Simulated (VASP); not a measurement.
# CuI (Cmcm) in VASP: further runs

The runs below take CuI through single point, with PBE.

All numbers are computed with VASP 6.6.1; they aren't measurements. Logs are shortened: lines on timing, memory, paths and dates and some standing lists are left out, and cuts for length are marked.

### 1 The cell of the first run

The structure is orthorhombic, space group Cmcm (No. 63). Conventional cell: a = 7.466 Å, b = 7.422 Å, c = 4.221 Å, α = 90.00°, β = 90.00°, γ = 90.00°. Cu (site symmetry m2m) has 2 Cu at 2.42 Å and 3 I at 2.54 to 2.59 Å within 3.2 Å. Within 3.4 Å of I (site symmetry m2m) lie 3 Cu at 2.54 to 2.59 Å.

### 2 Single point, PBE (zz strain of -2 %)

Input file INCAR:

```
PREC = Accurate ; ENCUT = 520
EDIFF = 1E-6 ; ISMEAR = -1
SIGMA = 0.02 ; LREAL = F
LASPH = T ; NELM = 60
ALGO = Normal ; ISIF = 2
LWAVE = F ; LCHARG = F
GGA = PE ; NBANDS = 26
```

Input file KPOINTS:

```
Automatic mesh
0
Gamma
  5 5 6
```

Input file POSCAR:

```
CuI
1.0
    3.7331675900     -3.7110863700      0.0000000000
    3.7331675900      3.7110863700      0.0000000000
    0.0000000000      0.0000000000      4.2208577166
Cu I
2 2
Direct
    0.4204388300      0.5795611700      0.7500000000
    0.5795611700      0.4204388300      0.2500000000
    0.7700426800      0.2299573200      0.7500000000
    0.2299573200      0.7700426800      0.2500000000
```

Potentials or basis: VASP PAW PBE potentials, release 64 (Cu, I).

Run with:

```
> cat potpaw_PBE.64/Cu/POTCAR potpaw_PBE.64/I/POTCAR > POTCAR
> mpirun -np 1 vasp_std > vasp.out
```

OUTCAR:

```text
PREC = Accurate
   ENCUT = 520
   EDIFF = 1E-6
   ISMEAR = -1
   LREAL = F
   LASPH = T
   NELM = 60
   ISIF = 2
   GGA = PE

 ion  position               nearest neighbor table
   1  0.420  0.580  0.750-   2 2.42   2 2.42   4 2.54   4 2.54   3 2.59
   2  0.580  0.420  0.250-   1 2.42   1 2.42   3 2.54   3 2.54   4 2.59
   3  0.770  0.230  0.750-   2 2.54   2 2.54   1 2.59
   4  0.230  0.770  0.250-   1 2.54   1 2.54   2 2.59

  LATTYP: Found a base centered orthorhombic cell.
 ALAT       =     7.4221727400
 B/A-ratio  =     1.0059500690
 C/A-ratio  =     0.5686822261

  Lattice vectors:

 A1 = (  -3.7331675900,  -3.7110863700,   0.0000000000)
 A2 = (   3.7331675900,  -3.7110863700,   0.0000000000)
 A3 = (   0.0000000000,   0.0000000000,   4.2208577166)

Analysis of symmetry for initial positions (statically):
=====================================================================
 Subroutine PRICEL returns:
 Original cell was already a primitive cell.

 Routine SETGRP: Setting up the symmetry group for a
 base centered orthorhombic supercell.

 Subroutine GETGRP returns: Found  8 space group operations
 (whereof  4 operations were pure point group operations)
 out of a pool of  8 trial point group operations.

The static configuration has the point symmetry C_2h.
 The point group associated with its full space group is D_2h.

Analysis of symmetry for dynamics (positions and initial velocities):
=====================================================================
 Subroutine PRICEL returns:
 Original cell was already a primitive cell.

 Routine SETGRP: Setting up the symmetry group for a
 base centered orthorhombic supercell.

 Subroutine GETGRP returns: Found  8 space group operations
 (whereof  4 operations were pure point group operations)
 out of a pool of  8 trial point group operations.

The dynamic configuration has the point symmetry C_2h.
 The point group associated with its full space group is D_2h.

 Subroutine INISYM returns: Found  8 space group operations
 (whereof  4 operations are pure point group operations),
 and found     1 'primitive' translations

----------------------------------------------------------------------------------------

                                     Primitive cell

  volume of cell :     116.9524

  direct lattice vectors                    reciprocal lattice vectors
     3.733167590 -3.711086370  0.000000000     0.133934518 -0.134731437  0.000000000
     3.733167590  3.711086370  0.000000000     0.133934518  0.134731437  0.000000000
     0.000000000  0.000000000  4.220857717     0.000000000  0.000000000  0.236918671

  length of vectors
     5.263905613  5.263905613  4.220857717     0.189976354  0.189976354  0.236918671

  position of ions in fractional coordinates (direct lattice)
     0.420438830  0.579561170  0.750000000
     0.579561170  0.420438830  0.250000000
     0.770042680  0.229957320  0.750000000
     0.229957320  0.770042680  0.250000000

  ion indices of the primitive-cell ions
   primitive index   ion index
                 1           1
                 2           2
                 3           3
                 4           4

----------------------------------------------------------------------------------------

 KPOINTS: Automatic mesh

Automatic generation of k-mesh.
 Grid dimensions read from file:
 generate k-points for:    5    5    6

 Generating k-lattice:

  Cartesian coordinates                     Fractional coordinates (reciprocal lattice)
     0.026786904 -0.026946287  0.000000000     0.200000000 -0.000000000  0.000000000
     0.026786904  0.026946287  0.000000000    -0.000000000  0.200000000  0.000000000
     0.000000000  0.000000000  0.039486445     0.000000000  0.000000000  0.166666667

  Length of vectors
     0.037995271  0.037995271  0.039486445

  Shift w.r.t. Gamma in fractional coordinates (k-lattice)
     0.000000000  0.000000000  0.000000000

 Subroutine IBZKPT returns following result:
 ===========================================

 Found     36 irreducible k-points:

 Following reciprocal coordinates:
            Coordinates               Weight
  0.000000  0.000000  0.000000      1.000000
  0.200000  0.000000  0.000000      4.000000
  0.400000  0.000000  0.000000      4.000000
  0.200000  0.200000  0.000000      2.000000
  0.400000  0.200000  0.000000      4.000000
 -0.400000  0.200000  0.000000      4.000000
[... 16 lines left out ...]
  0.400000  0.200000  0.333333      8.000000
 -0.400000  0.200000  0.333333      8.000000
 [... further k-points ...]
   k-points           NKPTS =     36   k-points in BZ     NKDIM =     36   number of bands    NBANDS=     26
   number of dos      NEDOS =    301   number of ions     NIONS =      4
   total plane-waves  NPLWV =  51200
   dimension x,y,z NGX =    40 NGY =   40 NGZ =   32
   dimension x,y,z NGXF=    80 NGYF=   80 NGZF=   64
   ions per type =               2   2
   NGX,Y,Z   is equivalent  to a cutoff of  12.63, 12.63, 12.60 a.u.
   NGXF,Y,Z  is equivalent  to a cutoff of  25.27, 25.27, 25.21 a.u.
 SYSTEM =  unknown system
   PREC   = accura    normal or accurate (medium, high low for compatibility)
   ISTART =      0    job   : 0-new  1-cont  2-samecut
   ICHARG =      2    charge: 1-file 2-atom 10-const
   ISPIN  =      1    spin polarized calculation?
   LNONCOLLINEAR =      F non collinear calculations
   LSORBIT =      F    spin-orbit coupling
   LASPH  =      T    aspherical Exc in radial PAW
   ENCUT  =  520.0 eV  38.22 Ry    6.18 a.u.   9.79  9.79  7.85*2*pi/ulx,y,z
   NELM   =     60;   NELMIN=  2; NELMDL= -5     # of ELM steps
   EDIFF  = 0.1E-05   stopping-criterion for ELM
   LREAL  =      F    real-space projection
   EDIFFG = 0.1E-04   stopping-criterion for IOM
   NSW    =      0    number of steps for IOM
   IBRION =     -1    ionic relax: 0-MD 1-quasi-New 2-CG
   NFREE  =      0    steps in history (QN), initial steepest desc. (CG)
   ISIF   =      2    stress and relaxation
   ISYM   =      2    0-nonsym 1-usesym 2-fastsym
   POTIM  = 0.5000    time-step for ionic-motion
   TEBEG  =    0.0;   TEEND  =   0.0 temperature during run
   PSTRESS=    0.0 pullay stress
   NELECT =      36.0000    total number of electrons
   NUPDOWN=      -1.0000    fix difference up-down
   EMIN   =  10.00;   EMAX   =-10.00  energy-range for DOS
   EFERMI =   0.00;   METHOD = LEGACY
   ISMEAR =    -1;   SIGMA  =   0.02  broadening in eV -4-tet -1-fermi 0-gaus
   EFERMI_NEDOS =   21; number of points for ismear=-14 and -15
   IALGO  =     38    algorithm
   IMIX   =      4    mixing-type and parameters
     AMIX     =   0.40;   BMIX     =  1.00
     AMIX_MAG =   1.60;   BMIX_MAG =  1.00
  volume/ion in A,a.u.               =      29.24       197.31
  Fermi-wavevector in a.u.,A,eV,Ry     =   1.105366  2.088838 16.624046  1.221833
  Thomas-Fermi vector in A             =   2.241852
   LORBIT       =      0    0 simple, 1 ext, 2 COOP (PROOUT), +10 PAW based schemes
   GGA     = PE    functional components
   LHFCALC =     F    Hartree Fock is set to
   AEXX    =    0.0000 exact exchange contribution
   IVDW    =     0    specifies the selected vdW correction
   LEPSILON=     F    determine dielectric tensor
   LRPA    =     F    only Hartree local field effects (RPA)
 non-spin polarized calculation
  energy-cutoff  :      520.00
  volume of cell :      116.95
 maximum number of plane-waves:      3170
   NGX = 19   NGY = 19   NGZ = 15

 number of electron      35.9999990 magnetization

 Free energy of the ion-electron system (eV)
  ---------------------------------------------------
  ext. energy  EPLUGINS =         0.00000000
  ---------------------------------------------------
  free energy    TOTEN  =       -10.87949855 eV

  energy without entropy =      -10.87949855  energy(sigma->0) =      -10.87949855

 E-fermi :   4.5348     XC(G=0):  -8.6685

 val. band max:        4.1161456359   @ k =   0.0000   0.0000   0.0000
 cond. band min:       5.1297669692   @ k =   0.0000   0.0000   0.0000
 fundamental gap:      1.0136213332
 Fermi energy:         4.5348218823

 k-point     1 :       0.0000    0.0000    0.0000
  band No.  band energies     occupation
      1      -9.9124      2.00000
      2      -9.1412      2.00000
      3      -1.6583      2.00000
      4      -0.3196      2.00000
      5      -0.0587      2.00000
      6      -0.0066      2.00000
[... 18 lines left out ...]
     25      12.3124      0.00000
     26      12.6643      0.00000

 k-point     2 :       0.2000    0.0000    0.0000
  band No.  band energies     occupation
      1      -9.8417      2.00000
      2      -9.2139      2.00000
      3      -1.5773      2.00000
      4      -0.4803      2.00000
      5      -0.1574      2.00000
      6       0.0695      2.00000
[... 18 lines left out ...]
     25      12.2359      0.00000
     26      12.3560      0.00000

 k-point     3 :       0.4000    0.0000    0.0000
  band No.  band energies     occupation
      1      -9.6587      2.00000
      2      -9.4006      2.00000
      3      -1.3403      2.00000
      4      -0.8560      2.00000
      5      -0.2438      2.00000
      6       0.2856      2.00000
[... 18 lines left out ...]
     25      11.3739      0.00000
     26      11.5208      0.00000

 k-point     4 :       0.2000    0.2000    0.0000
  band No.  band energies     occupation
      1      -9.8075      2.00000
      2      -9.2326      2.00000
      3      -1.8392      2.00000
      4      -0.3097      2.00000
      5      -0.1213      2.00000
      6       0.1935      2.00000
[... 18 lines left out ...]
     25      11.1616      0.00000
     26      12.0625      0.00000
[... 496 lines left out ...]
      1      -9.4904      2.00000
      2      -9.1870      2.00000
      3      -1.5568      2.00000
      4      -1.0528      2.00000
      5      -0.6167      2.00000
      6      -0.1337      2.00000
[... 18 lines left out ...]
     25      10.8653      0.00000
     26      11.3837      0.00000

 k-point    23 :       0.4000    0.2000    0.3333
  band No.  band energies     occupation
      1      -9.4065      2.00000
      2      -9.2460      2.00000
      3      -1.7257      2.00000
      4      -1.1189      2.00000
      5      -0.5024      2.00000
      6      -0.0318      2.00000
[... 18 lines left out ...]
     25      11.1701      0.00000
     26      11.8300      0.00000

 k-point    24 :      -0.4000    0.2000    0.3333
  band No.  band energies     occupation
      1      -9.3598      2.00000
      2      -9.2941      2.00000
      3      -1.8029      2.00000
      4      -1.2327      2.00000
      5      -0.2116      2.00000
      6       0.1133      2.00000
[... 18 lines left out ...]
     25      11.6332      0.00000
     26      12.1174      0.00000

 [... further k-points ...]

------------------------ aborting loop because EDIFF is reached ----------------------------------------

  FORCE on cell =-STRESS in cart. coord.  units (eV):
  Direction    XX          YY          ZZ          XY          YZ          ZX
  --------------------------------------------------------------------------------------
  -------------------------------------------------------------------------------------
  Total        0.8442350      2.1099752      3.2509758      0.0000000     -0.0000000      0.0000000
  in kB       11.5655068     28.9053790     44.5363955      0.0000000     -0.0000000      0.0000000
  external PRESSURE =      28.3357604 kB  Pullay stress =       0.0000000 kB

 VOLUME and BASIS-vectors are now :
 -----------------------------------------------------------------------------
  energy-cutoff  :      520.00
  volume of cell :      116.95
      direct lattice vectors                 reciprocal lattice vectors
     3.733167590 -3.711086370  0.000000000     0.133934518 -0.134731437  0.000000000
     3.733167590  3.711086370  0.000000000     0.133934518  0.134731437  0.000000000
     0.000000000  0.000000000  4.220857717     0.000000000  0.000000000  0.236918671

 POSITION                                       TOTAL-FORCE (eV/Angst)
 -----------------------------------------------------------------------------------
      3.73317      0.59052      3.16564         0.000000      0.144352     -0.000000
      3.73317     -0.59052      1.05521         0.000000     -0.144352      0.000000
      3.73317     -2.00430      3.16564         0.000000     -0.328329     -0.000000
      3.73317      2.00430      1.05521         0.000000      0.328329     -0.000000
 -----------------------------------------------------------------------------------
    total drift:                                0.000000     -0.000000      0.000000

  FREE ENERGIE OF THE ION-ELECTRON SYSTEM (eV)
  ---------------------------------------------------
  free  energy   TOTEN  =       -10.8794985476 eV

  energy  without entropy=      -10.8794985476  energy(sigma->0) =      -10.87949855
```

It took 2.1 min on 1 thread of Oxide Virtual Turin-like, shared host; peak memory 0.23 GiB.

Results:

* Free energy: -10.8795 eV
* Pressure: 2.8 GPa
* Largest force: 0.328 eV/Å
* Band gap on the k mesh: 1.01 eV, direct

Forces on the atoms (eV/Å):
```
Cu   0.000  0.144  0.000
Cu   0.000 -0.144  0.000
I    0.000 -0.328  0.000
I    0.000  0.328  0.000
```

Caveat: the cell differs from its parent crystal (zz strain of -2 %); spin-orbit coupling is left out, which moves the levels of the heavy elements.

### 3 Single point, PBE (zz strain of +1 %)

Input file INCAR:

```
ALGO = Normal
EDIFF = 1E-6
ENCUT = 520
GGA = PE
ISIF = 2
ISMEAR = -1
LASPH = True
LCHARG = False
LREAL = False
LWAVE = False
NBANDS = 26
NELM = 80
PREC = Accurate
SIGMA = 0.02
```

Input file KPOINTS:

```
k-points
0
Gamma
  5 5 6
```

POSCAR, as its differences from that of step 2:

```diff
@@ -4,3 +4,3 @@
     3.7331675900      3.7110863700      0.0000000000
-    0.0000000000      0.0000000000      4.2208577166
+    0.0000000000      0.0000000000      4.3500676467
 Cu I
```

Potentials or basis: VASP PAW PBE potentials, release 64 (Cu, I).

Run with:

```
> cat potpaw_PBE.64/Cu/POTCAR potpaw_PBE.64/I/POTCAR > POTCAR
> mpirun -np 1 vasp_std > vasp.out
```

It took 2.1 min on 1 thread of Oxide Virtual Turin-like, shared host; peak memory 0.24 GiB.

Results (log left out):

| Item | Value |
| --- | --- |
| Free energy | -10.9326 eV |
| Pressure | 0.9 GPa |
| Largest force | 0.106 eV/Å |
| Band gap on the k mesh | 1.04 eV, direct |

Forces in eV/Å, atoms in the order of the input:
```
Cu   0.000  0.106  0.000
Cu   0.000 -0.106  0.000
I    0.000 -0.067  0.000
I    0.000  0.067  0.000
```

Stress tensor (GPa, compression positive):
```
0.85 0.00 0.00
0.00 1.17 0.00
0.00 0.00 0.55
```

Levels at points of the mesh, in eV from the valence-band top:
| k point | band 14 | band 15 | band 16 | band 17 | band 18 | band 19 | band 20 | band 21 | band 22 | band 23 |
| --- | --- | --- | --- | --- | --- | --- | --- | --- | --- | --- |
| (0.00, 0.00, 0.00) | -1.79 | -1.74 | -1.43 | -0.86 | 0.00 | 1.04 | 1.83 | 2.38 | 4.68 | 5.05 |
| (0.00, 0.00, 0.50) | -1.87 | -1.75 | -1.75 | -1.55 | -1.55 | 3.67 | 3.67 | 3.85 | 3.85 | 6.01 |

Caveat: the cell differs from its parent crystal (zz strain of +1 %); spin-orbit coupling is left out, which moves the levels of the heavy elements.
